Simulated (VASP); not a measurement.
# MgO (Fm-3m) in VASP: further runs

The runs below take MgO through single point, with PBE.

Everything below comes from runs of VASP 6.6.1. Logs are shortened: lines on timing, memory, paths and dates and some standing lists are left out, and cuts for length are marked.

**The experiment to reproduce.**

“Electronic structure of alkaline earth and post-transition metal oxides”, 2009, arxiv:0908.1581 quotes, for a bulk crystal of MgO: band gap 7.83 eV.

The runs below are set against these values where they give the same quantity.

### Step 1. The cell of the first run

The structure is cubic, space group Fm-3m (No. 225). The conventional cell has a = 4.270 Å, b = 4.270 Å, c = 4.270 Å, α = 90.00°, β = 90.00°, γ = 90.00°. Mg (site symmetry m-3m) has 6 O at 2.14 Å within 2.8 Å. O (site symmetry m-3m) has 6 Mg at 2.14 Å within 2.8 Å.

### Step 2. Single point, PBE

The input, INCAR:

```
SYSTEM = MgO
ALGO = Normal ; EDIFF = 1E-6
ENCUT = 520 ; GGA = PE
ISIF = 2 ; ISMEAR = 0
LASPH = .TRUE. ; LCHARG = .TRUE.
LELF = .TRUE. ; LREAL = .FALSE.
LVHAR = .TRUE. ; LWAVE = .FALSE.
NBANDS = 11 ; NELM = 80
PREC = Accurate ; SIGMA = 0.05
```

The input, KPOINTS:

```
k-points
0
G
  14 14 14
  0 0 0
```

The input, POSCAR:

```
MgO
1.0
    0.0000000000      2.1351491430      2.1351491430
    2.1351491430      0.0000000000      2.1351491430
    2.1351491430      2.1351491430      0.0000000000
Mg O
1 1
Direct
    0.0000000000      0.0000000000      0.0000000000
    0.5000000000      0.5000000000      0.5000000000
```

Potentials or basis: VASP PAW PBE potentials, release 64 (Mg, O).

Started as:

```bash
cat potpaw_PBE.64/Mg/POTCAR potpaw_PBE.64/O/POTCAR > POTCAR
mpirun -np 1 vasp_std > vasp.out
```

OUTCAR:

```text
SYSTEM = MgO
   EDIFF = 1E-6
   ENCUT = 520
   GGA = PE
   ISIF = 2
   ISMEAR = 0
   LASPH = .TRUE.
   LREAL = .FALSE.
   NELM = 80
   PREC = Accurate

 ion  position               nearest neighbor table
   1  0.000  0.000  0.000-   2 2.14   2 2.14   2 2.14   2 2.14   2 2.14   2 2.14
   2  0.500  0.500  0.500-   1 2.14   1 2.14   1 2.14   1 2.14   1 2.14   1 2.14

  LATTYP: Found a face centered cubic cell.
 ALAT       =     4.2702982860

  Lattice vectors:

 A1 = (   0.0000000000,   2.1351491430,   2.1351491430)
 A2 = (   2.1351491430,   0.0000000000,   2.1351491430)
 A3 = (   2.1351491430,   2.1351491430,   0.0000000000)

Analysis of symmetry for initial positions (statically):
=====================================================================
 Subroutine PRICEL returns:
 Original cell was already a primitive cell.

 Routine SETGRP: Setting up the symmetry group for a
 face centered cubic supercell.

 Subroutine GETGRP returns: Found 48 space group operations
 (whereof 48 operations were pure point group operations)
 out of a pool of 48 trial point group operations.

The static configuration has the point symmetry O_h .

Analysis of symmetry for dynamics (positions and initial velocities):
=====================================================================
 Subroutine PRICEL returns:
 Original cell was already a primitive cell.

 Routine SETGRP: Setting up the symmetry group for a
 face centered cubic supercell.

 Subroutine GETGRP returns: Found 48 space group operations
 (whereof 48 operations were pure point group operations)
 out of a pool of 48 trial point group operations.

The dynamic configuration has the point symmetry O_h .

 Subroutine INISYM returns: Found 48 space group operations
 (whereof 48 operations are pure point group operations),
 and found     1 'primitive' translations

----------------------------------------------------------------------------------------

                                     Primitive cell

  volume of cell :      19.4677

  direct lattice vectors                    reciprocal lattice vectors
     0.000000000  2.135149143  2.135149143    -0.234175679  0.234175679  0.234175679
     2.135149143  0.000000000  2.135149143     0.234175679 -0.234175679  0.234175679
     2.135149143  2.135149143  0.000000000     0.234175679  0.234175679 -0.234175679

  length of vectors
     3.019556876  3.019556876  3.019556876     0.405604174  0.405604174  0.405604174

  position of ions in fractional coordinates (direct lattice)
     0.000000000  0.000000000  0.000000000
     0.500000000  0.500000000  0.500000000

  ion indices of the primitive-cell ions
   primitive index   ion index
                 1           1
                 2           2

----------------------------------------------------------------------------------------

 KPOINTS: k-points

Automatic generation of k-mesh.
 Grid dimensions read from file:
 generate k-points for:   14   14   14

 Generating k-lattice:

  Cartesian coordinates                     Fractional coordinates (reciprocal lattice)
    -0.016726834  0.016726834  0.016726834     0.071428571  0.000000000  0.000000000
     0.016726834 -0.016726834  0.016726834     0.000000000  0.071428571  0.000000000
     0.016726834  0.016726834 -0.016726834     0.000000000  0.000000000  0.071428571

  Length of vectors
     0.028971727  0.028971727  0.028971727

  Shift w.r.t. Gamma in fractional coordinates (k-lattice)
     0.000000000  0.000000000  0.000000000

 Subroutine IBZKPT returns following result:
 ===========================================

 Found    104 irreducible k-points:

 Following reciprocal coordinates:
            Coordinates               Weight
  0.000000  0.000000  0.000000      1.000000
  0.071429  0.000000  0.000000      8.000000
  0.142857  0.000000  0.000000      8.000000
  0.214286  0.000000  0.000000      8.000000
  0.285714  0.000000  0.000000      8.000000
  0.357143  0.000000  0.000000      8.000000
[... 16 lines left out ...]
  0.214286  0.142857  0.000000     24.000000
  0.285714  0.142857  0.000000     24.000000
 [... further k-points ...]
   k-points           NKPTS =    104   k-points in BZ     NKDIM =    104   number of bands    NBANDS=     11
   number of dos      NEDOS =    301   number of ions     NIONS =      2
   total plane-waves  NPLWV =  13824
   dimension x,y,z NGX =    24 NGY =   24 NGZ =   24
   dimension x,y,z NGXF=    48 NGYF=   48 NGZF=   48
   ions per type =               1   1
   NGX,Y,Z   is equivalent  to a cutoff of  13.21, 13.21, 13.21 a.u.
   NGXF,Y,Z  is equivalent  to a cutoff of  26.43, 26.43, 26.43 a.u.
 SYSTEM =  MgO
   PREC   = accura    normal or accurate (medium, high low for compatibility)
   ISTART =      0    job   : 0-new  1-cont  2-samecut
   ICHARG =      2    charge: 1-file 2-atom 10-const
   ISPIN  =      1    spin polarized calculation?
   LNONCOLLINEAR =      F non collinear calculations
   LSORBIT =      F    spin-orbit coupling
   LASPH  =      T    aspherical Exc in radial PAW
   ENCUT  =  520.0 eV  38.22 Ry    6.18 a.u.   5.61  5.61  5.61*2*pi/ulx,y,z
   NELM   =     80;   NELMIN=  2; NELMDL= -5     # of ELM steps
   EDIFF  = 0.1E-05   stopping-criterion for ELM
   LREAL  =      F    real-space projection
   EDIFFG = 0.1E-04   stopping-criterion for IOM
   NSW    =      0    number of steps for IOM
   IBRION =     -1    ionic relax: 0-MD 1-quasi-New 2-CG
   NFREE  =      0    steps in history (QN), initial steepest desc. (CG)
   ISIF   =      2    stress and relaxation
   ISYM   =      2    0-nonsym 1-usesym 2-fastsym
   POTIM  = 0.5000    time-step for ionic-motion
   TEBEG  =    0.0;   TEEND  =   0.0 temperature during run
   PSTRESS=    0.0 pullay stress
   NELECT =       8.0000    total number of electrons
   NUPDOWN=      -1.0000    fix difference up-down
   EMIN   =  10.00;   EMAX   =-10.00  energy-range for DOS
   EFERMI =   0.00;   METHOD = LEGACY
   ISMEAR =     0;   SIGMA  =   0.05  broadening in eV -4-tet -1-fermi 0-gaus
   EFERMI_NEDOS =   21; number of points for ismear=-14 and -15
   IALGO  =     38    algorithm
   IMIX   =      4    mixing-type and parameters
     AMIX     =   0.40;   BMIX     =  1.00
     AMIX_MAG =   1.60;   BMIX_MAG =  1.00
  volume/ion in A,a.u.               =       9.73        65.69
  Fermi-wavevector in a.u.,A,eV,Ry     =   1.217120  2.300023 20.155402  1.481380
  Thomas-Fermi vector in A             =   2.352451
   LORBIT       =      0    0 simple, 1 ext, 2 COOP (PROOUT), +10 PAW based schemes
   GGA     = PE    functional components
   LHFCALC =     F    Hartree Fock is set to
   AEXX    =    0.0000 exact exchange contribution
   IVDW    =     0    specifies the selected vdW correction
   LEPSILON=     F    determine dielectric tensor
   LRPA    =     F    only Hartree local field effects (RPA)
 non-spin polarized calculation
 Gauss-broadening in eV      SIGMA  =   0.05
  energy-cutoff  :      520.00
  volume of cell :       19.47
 maximum number of plane-waves:       544
   NGX = 11   NGY = 11   NGZ = 11

 number of electron       8.0000002 magnetization

 Free energy of the ion-electron system (eV)
  ---------------------------------------------------
  ext. energy  EPLUGINS =         0.00000000
  ---------------------------------------------------
  free energy    TOTEN  =       -11.90974821 eV

  energy without entropy =      -11.90974821  energy(sigma->0) =      -11.90974821

 E-fermi :   3.1925     XC(G=0): -10.8852

 val. band max:        2.8846663760   @ k =   0.0000   0.0000   0.0000
 cond. band min:       7.2204962311   @ k =   0.0000   0.0000   0.0000
 fundamental gap:      4.3358298551
 Fermi energy:         3.1925305563

 k-point     1 :       0.0000    0.0000    0.0000
  band No.  band energies     occupation
      1     -14.1728      2.00000
      2       2.8847      2.00000
      3       2.8847      2.00000
      4       2.8847      2.00000
      5       7.2205      0.00000
      6      18.4503      0.00000
      7      18.4503      0.00000
      8      18.4503      0.00000
      9      22.2600      0.00000
     10      23.9870      0.00000
     11      23.9870      0.00000

 k-point     2 :       0.0714    0.0000    0.0000
  band No.  band energies     occupation
      1     -14.1222      2.00000
      2       2.5320      2.00000
      3       2.8520      2.00000
      4       2.8520      2.00000
      5       7.5685      0.00000
      6      17.7024      0.00000
      7      18.5692      0.00000
      8      18.5692      0.00000
      9      23.2216      0.00000
     10      23.4995      0.00000
     11      23.4995      0.00000

 k-point     3 :       0.1429    0.0000    0.0000
  band No.  band energies     occupation
      1     -13.9768      2.00000
      2       1.7189      2.00000
      3       2.7619      2.00000
      4       2.7619      2.00000
      5       8.3556      0.00000
      6      16.4917      0.00000
      7      18.8672      0.00000
      8      18.8672      0.00000
      9      22.7950      0.00000
     10      22.7950      0.00000
     11      24.4673      0.00000

 k-point     4 :       0.2143    0.0000    0.0000
  band No.  band energies     occupation
      1     -13.7565      2.00000
      2       0.7689      2.00000
      3       2.6358      2.00000
      4       2.6358      2.00000
      5       9.2197      0.00000
      6      15.5258      0.00000
      7      19.1457      0.00000
      8      19.1457      0.00000
      9      22.4827      0.00000
     10      22.4827      0.00000
     11      24.4214      0.00000
[... 239 lines left out ...]
 k-point    22 :       0.1429    0.1429    0.0000
  band No.  band energies     occupation
      1     -13.9149      2.00000
      2       1.6380      2.00000
      3       2.6033      2.00000
      4       2.6033      2.00000
      5       8.7222      0.00000
      6      15.9413      0.00000
      7      19.0298      0.00000
      8      19.0298      0.00000
      9      20.7299      0.00000
     10      24.5954      0.00000
     11      26.1086      0.00000

 k-point    23 :       0.2143    0.1429    0.0000
  band No.  band energies     occupation
      1     -13.7554      2.00000
      2       1.0397      2.00000
      3       2.4672      2.00000
      4       2.4688      2.00000
      5       9.4194      0.00000
      6      15.1792      0.00000
      7      19.0806      0.00000
      8      19.3036      0.00000
      9      20.1117      0.00000
     10      24.6196      0.00000
     11      26.8001      0.00000

 k-point    24 :       0.2857    0.1429    0.0000
  band No.  band energies     occupation
      1     -13.5370      2.00000
      2       0.3189      2.00000
      3       2.2846      2.00000
      4       2.3300      2.00000
      5      10.1958      0.00000
      6      14.6048      0.00000
      7      18.4258      0.00000
      8      19.4872      0.00000
      9      20.5578      0.00000
     10      24.6495      0.00000
     11      26.5735      0.00000

 [... further k-points ...]
[... 5 lines left out ...]
  --------------------------------------------------------------------------------------
  -------------------------------------------------------------------------------------
  Total       -0.2964105     -0.2964105     -0.2964105      0.0000000      0.0000000     -0.0000000
  in kB      -24.3943644    -24.3943644    -24.3943644      0.0000000      0.0000000     -0.0000000
  external PRESSURE =     -24.3943644 kB  Pullay stress =       0.0000000 kB

 VOLUME and BASIS-vectors are now :
 -----------------------------------------------------------------------------
  energy-cutoff  :      520.00
  volume of cell :       19.47
      direct lattice vectors                 reciprocal lattice vectors
     0.000000000  2.135149143  2.135149143    -0.234175679  0.234175679  0.234175679
     2.135149143  0.000000000  2.135149143     0.234175679 -0.234175679  0.234175679
     2.135149143  2.135149143  0.000000000     0.234175679  0.234175679 -0.234175679

 POSITION                                       TOTAL-FORCE (eV/Angst)
 -----------------------------------------------------------------------------------
      0.00000      0.00000      0.00000        -0.000000      0.000000     -0.000000
      2.13515      2.13515      2.13515         0.000000     -0.000000      0.000000
 -----------------------------------------------------------------------------------
    total drift:                               -0.000000     -0.000000      0.000000

  FREE ENERGIE OF THE ION-ELECTRON SYSTEM (eV)
  ---------------------------------------------------
  free  energy   TOTEN  =       -11.9097482071 eV

  energy  without entropy=      -11.9097482071  energy(sigma->0) =      -11.90974821
```

It took 19 s on 1 thread of Intel Xeon 8259CL, shared host; peak memory 0.15 GiB.

What came out:

| Item | Value |
| --- | --- |
| Free energy | -11.9097 eV |
| Pressure | -2.4 GPa |
| Band gap on the k mesh | 4.34 eV, direct |

### Step 3. Single point, PBE

The input, INCAR:

```
PREC = Accurate
ENCUT = 520
EDIFF = 1E-7
ISMEAR = 0
SIGMA = 0.05
LREAL = F
LASPH = T
NELM = 100
ALGO = Normal
ISIF = 2
LWAVE = F
LCHARG = T
GGA = PE
LELF = T
LVHAR = T
NBANDS = 11
```

The input, KPOINTS:

```
Automatic mesh
0
Gamma
  14 14 14
```

POSCAR is that of step 2.

Potentials or basis: VASP PAW PBE potentials, release 64 (Mg, O).

Started as:

```bash
cat potpaw_PBE.64/Mg/POTCAR potpaw_PBE.64/O/POTCAR > POTCAR
mpirun -np 1 vasp_std > vasp.out
```

OUTCAR:

```text
PREC = Accurate
   ENCUT = 520
   EDIFF = 1E-7
   ISMEAR = 0
   LREAL = F
   LASPH = T
   NELM = 100
   ISIF = 2
   GGA = PE

 ion  position               nearest neighbor table
   1  0.000  0.000  0.000-   2 2.14   2 2.14   2 2.14   2 2.14   2 2.14   2 2.14
   2  0.500  0.500  0.500-   1 2.14   1 2.14   1 2.14   1 2.14   1 2.14   1 2.14

  LATTYP: Found a face centered cubic cell.
 ALAT       =     4.2702982860

  Lattice vectors:

 A1 = (   0.0000000000,   2.1351491430,   2.1351491430)
 A2 = (   2.1351491430,   0.0000000000,   2.1351491430)
[... 513 lines left out ...]
      7      18.4258      0.00000
      8      19.4872      0.00000
      9      20.5578      0.00000
     10      24.6495      0.00000
     11      26.5735      0.00000

 [... further k-points ...]
[... 5 lines left out ...]
  --------------------------------------------------------------------------------------
  -------------------------------------------------------------------------------------
  Total       -0.2945029     -0.2945029     -0.2945029      0.0000000      0.0000000     -0.0000000
  in kB      -24.2373674    -24.2373674    -24.2373674      0.0000000      0.0000000     -0.0000000
  external PRESSURE =     -24.2373674 kB  Pullay stress =       0.0000000 kB

 VOLUME and BASIS-vectors are now :
 -----------------------------------------------------------------------------
  energy-cutoff  :      520.00
  volume of cell :       19.47
      direct lattice vectors                 reciprocal lattice vectors
     0.000000000  2.135149143  2.135149143    -0.234175679  0.234175679  0.234175679
     2.135149143  0.000000000  2.135149143     0.234175679 -0.234175679  0.234175679
     2.135149143  2.135149143  0.000000000     0.234175679  0.234175679 -0.234175679

 POSITION                                       TOTAL-FORCE (eV/Angst)
 -----------------------------------------------------------------------------------
      0.00000      0.00000      0.00000         0.000000      0.000000      0.000000
      2.13515      2.13515      2.13515         0.000000      0.000000     -0.000000
 -----------------------------------------------------------------------------------
    total drift:                               -0.000000     -0.000000      0.000000

  FREE ENERGIE OF THE ION-ELECTRON SYSTEM (eV)
  ---------------------------------------------------
  free  energy   TOTEN  =       -11.9097481937 eV

  energy  without entropy=      -11.9097481937  energy(sigma->0) =      -11.90974819
```

OSZICAR:

```text
N       E                     dE             d eps       ncg     rms          rms(c)
DAV:   1     0.149901028960E+02    0.14990E+02   -0.45142E+03  2576   0.638E+02
DAV:   2    -0.128065535547E+02   -0.27797E+02   -0.27003E+02  2619   0.134E+02
DAV:   3    -0.134642333032E+02   -0.65768E+00   -0.65725E+00  2803   0.184E+01
DAV:   4    -0.134658740235E+02   -0.16407E-02   -0.16407E-02  2474   0.105E+00
DAV:   5    -0.134658794813E+02   -0.54578E-05   -0.54578E-05  2705   0.594E-02    0.719E+00
DAV:   6    -0.119303961610E+02    0.15355E+01   -0.90993E+00  2378   0.163E+01    0.229E+00
DAV:   7    -0.119160110145E+02    0.14385E-01   -0.63225E-02  2510   0.219E+00    0.135E+00
DAV:   8    -0.119101714330E+02    0.58396E-02   -0.30642E-02  2408   0.195E+00    0.251E-01
DAV:   9    -0.119097673251E+02    0.40411E-03   -0.57773E-04  2618   0.170E-01    0.142E-01
DAV:  10    -0.119097461620E+02    0.21163E-04   -0.50355E-04  2522   0.169E-01    0.753E-03
DAV:  11    -0.119097483141E+02   -0.21522E-05   -0.33926E-06  2660   0.141E-02    0.597E-03
DAV:  12    -0.119097482078E+02    0.10635E-06   -0.68926E-07  2576   0.625E-03    0.593E-04
DAV:  13    -0.119097481937E+02    0.14046E-07   -0.57287E-08  1315   0.141E-03
   1 F= -.11909748E+02 E0= -.11909748E+02  d E =-.103914E-20
```

Wall time 21 s (1 thread of Intel Xeon 8259CL, shared host); peak memory 0.15 GiB.

Results:

| Property | Result |
| --- | --- |
| Free energy | -11.9097 eV |
| Pressure | -2.4 GPa |
| Band gap on the k mesh | 4.34 eV, direct |

Levels at points of the mesh, in eV from the valence-band top:
```tsv
k point	band 1	band 2	band 3	band 4	band 5	band 6	band 7	band 8
(0.00, 0.00, 0.00)	-17.06	0.00	0.00	0.00	4.34	15.57	15.57	15.57
(0.50, 0.00, 0.00)	-15.87	-4.44	-0.61	-0.61	7.64	12.14	15.89	15.89
(0.50, 0.50, 0.00)	-15.63	-3.92	-1.29	-1.29	9.07	9.53	12.67	18.35
```

### Step 4. How close it comes

Step 2. Against the measured gap of MgO, 7.83 eV (quoted in “Electronic structure of alkaline earth and post-transition metal oxides”, 2009, arxiv:0908.1581), the calculated 4.34 eV is off by -3.49 eV. The value is that of PBE on a finite k mesh, which can miss the band edges, without temperature or zero-point motion. Semilocal functionals fall short of measured gaps as a rule.

Step 3. Against the measured gap of MgO, 7.83 eV (quoted in “Electronic structure of alkaline earth and post-transition metal oxides”, 2009, arxiv:0908.1581), the calculated 4.34 eV is off by -3.49 eV. The value is that of PBE on a finite k mesh, which can miss the band edges, without temperature or zero-point motion. Semilocal functionals fall short of measured gaps as a rule.
